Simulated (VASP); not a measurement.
# Ir3Cl in VASP: notebook, part 2 of 2

VASP 6.6.1.

## Step 3: Single point, PBE

The input, INCAR:

```
SYSTEM = Ir3Cl
PREC     = Accurate       ! precision mode
ENCUT    = 520            ! plane-wave cutoff, eV
EDIFF    = 1E-6           ! SCF threshold, eV
ISMEAR   = 0              ! smearing method
SIGMA    = 0.1            ! smearing width, eV
LREAL    = .FALSE.        ! projectors in reciprocal space
LASPH    = .TRUE.         ! aspherical terms in the spheres
NELM     = 80             ! most SCF steps
ALGO     = Normal         ! electronic algorithm
ISIF     = 2              ! what is computed and relaxed
LWAVE    = .FALSE.        ! write WAVECAR
LCHARG   = .TRUE.         ! write CHGCAR
LDIPOL   = .TRUE.       
IDIPOL   = 3            
DIPOL    = 0.5 0.5 0.367
GGA      = PE             ! functional
LELF     = .TRUE.         ! ELF
LVHAR    = .TRUE.       
LVACPOTAV= .TRUE.       
NBANDS   = 25             ! bands
```

The input, KPOINTS:

```
regular mesh
0
G
  12 12 1
  0 0 0
```

The input, POSCAR:

```
Ir3Cl
1.0
    2.7367600872      0.0000000000      0.0000000000
   -1.3683800436      2.3701037596      0.0000000000
    0.0000000000      0.0000000000     19.8425800730
Ir Cl
3 1
Direct
    0.6666666667      0.3333333333      0.2015866881
    0.3333333333      0.6666666667      0.3110139949
    0.0000000000      0.0000000000      0.4204382718
    0.3333333333      0.6666666667      0.5358539559
```

Potentials or basis: VASP PAW PBE potentials, release 64 (Ir, Cl).

Started as:

```bash
> cat potpaw_PBE.64/Ir/POTCAR potpaw_PBE.64/Cl/POTCAR > POTCAR
> mpirun -np 1 vasp_std > vasp.out
```

Wall time 88 s (1 thread of Intel Xeon Platinum 8375C at 2.90GHz (Ice Lake), shared host); peak memory 0.26 GiB.

The run converged. Its results:

```
Free energy            : -26.1067 eV
Largest force          : 0.234 eV/Å
Band gap on the k mesh : zero (bands 17 and 18 overlap by 1.43 eV)
```

Forces in eV/Å, atoms in the order of the input:
```
Ir   0.000  0.000 -0.157
Ir   0.000  0.000  0.234
Ir   0.000  0.000 -0.093
Cl   0.000  0.000  0.016
```

Levels at points of the mesh, in eV from the Fermi level:
| k point | band 15 | band 16 | band 17 | band 18 | band 19 | band 20 |
| --- | --- | --- | --- | --- | --- | --- |
| (0.00, 0.00, 0.00) | -1.27 | -0.59 | -0.59 | -0.35 | 0.53 | 0.53 |
| (0.50, 0.00, 0.00) | 0.36 | 0.50 | 0.80 | 1.28 | 1.52 | 1.59 |

Caveat: spin-orbit coupling is left out, which moves the levels of the heavy elements.

## Step 4: Single point, PBE

The input, INCAR:

```
PREC = Accurate
ENCUT = 520
EDIFF = 1E-7
ISMEAR = 0
SIGMA = 0.1
LREAL = F
LASPH = T
NELM = 80
ALGO = Normal
ISIF = 2
LWAVE = F
LCHARG = T
LDIPOL = T
IDIPOL = 3
DIPOL = 0.5 0.5 0.366
GGA = PE
LELF = T
LVHAR = T
LVACPOTAV = T
NBANDS = 25
```

The input, KPOINTS:

```
Automatic mesh
0
Gamma
  12 12 1
```

POSCAR, as its differences from that of step 3:

```diff
@@ -11,2 +11,2 @@
     0.0000000000      0.0000000000      0.4204382718
-    0.3333333333      0.6666666667      0.5358539559
+    0.6666666667      0.3333333333      0.5293995869
```

Potentials or basis: VASP PAW PBE potentials, release 64 (Ir, Cl).

Started as:

```bash
> cat potpaw_PBE.64/Ir/POTCAR potpaw_PBE.64/Cl/POTCAR > POTCAR
> mpirun -np 1 vasp_std > vasp.out
```

OUTCAR:

```text
PREC = Accurate
   ENCUT = 520
   EDIFF = 1E-7
   ISMEAR = 0
   LREAL = F
   LASPH = T
   NELM = 80
   ISIF = 2
   GGA = PE

 ion  position               nearest neighbor table
   1  0.667  0.333  0.202-   2 2.69   2 2.69   2 2.69
   2  0.333  0.667  0.311-   3 2.69   3 2.69   3 2.69   1 2.69   1 2.69   1 2.69
   3  0.000  0.000  0.420-   4 2.68   4 2.68   4 2.68   2 2.69   2 2.69   2 2.69
   4  0.667  0.333  0.529-   3 2.68   3 2.68   3 2.68

  LATTYP: Found a hexagonal cell.
 ALAT       =     2.7367600872
 C/A-ratio  =     7.2503907689
[... 726 lines left out ...]
  --------------------------------------------------------------------------------------
  -------------------------------------------------------------------------------------
  Total        3.6945008      3.6945008     -0.3283726      0.0000000     -0.0000000      0.0000000
  in kB       45.9900750     45.9900750     -4.0876643      0.0000000     -0.0000000      0.0000000
  external PRESSURE =      29.2974953 kB  Pullay stress =       0.0000000 kB

 VOLUME and BASIS-vectors are now :
 -----------------------------------------------------------------------------
  energy-cutoff  :      520.00
  volume of cell :      128.71
      direct lattice vectors                 reciprocal lattice vectors
     2.736760087  0.000000000  0.000000000     0.365395566  0.210961228  0.000000000
    -1.368380044  2.370103760  0.000000000     0.000000000  0.421922456  0.000000000
     0.000000000  0.000000000 19.842580073     0.000000000  0.000000000  0.050396672

 POSITION                                       TOTAL-FORCE (eV/Angst)
 -----------------------------------------------------------------------------------
      1.36838      0.79003      4.00000         0.000000      0.000000     -0.166865
     -0.00000      1.58007      6.17132         0.000000      0.000000      0.472031
      0.00000      0.00000      8.34258         0.000000      0.000000     -0.309830
      1.36838      0.79003     10.50465        -0.000000     -0.000000      0.004664
 -----------------------------------------------------------------------------------
    total drift:                                0.000000      0.000000     -0.000404

  FREE ENERGIE OF THE ION-ELECTRON SYSTEM (eV)
  ---------------------------------------------------
  free  energy   TOTEN  =       -26.1526649412 eV

  energy  without entropy=      -26.1331760332  energy(sigma->0) =      -26.14292049

 vacuum level on the upper side and lower side of the slab         6.499         6.732
```

Run time: 1.7 min. Hardware: 1 thread of Intel Xeon Platinum 8375C at 2.90GHz (Ice Lake), shared host; peak memory 0.26 GiB.

What came out:

```
Free energy            : -26.1527 eV
Largest force          : 0.472 eV/Å
Band gap on the k mesh : zero (bands 17 and 18 overlap by 1.55 eV)
```

Forces in eV/Å, atoms in the order of the input:
```
Ir   0.000  0.000 -0.167
Ir   0.000  0.000  0.472
Ir   0.000  0.000 -0.310
Cl   0.000  0.000  0.005
```

Caveat: spin-orbit coupling is left out, which moves the levels of the heavy elements.

## Step 5: Summary

| cell | gap on the mesh (eV) | largest force (eV/Å) |
| --- | --- | --- |
| as given, atomic positions A | none | 0.29 |
| as given, atomic positions B | none | 0.23 |
| as given, atomic positions C | none | 0.47 |

Alike in all rows: task single point; level PBE; potentials or basis VASP PAW PBE potentials, release 64 (Ir, Cl); no spin polarisation; k mesh 12 × 12 × 1; cutoff (eV) 520; smearing gaussian 0.1 eV.

Caveats: spin-orbit coupling is left out, which moves the levels of the heavy elements.

Total energies depend on the potentials used, so only differences within one code and one set of settings carry meaning.
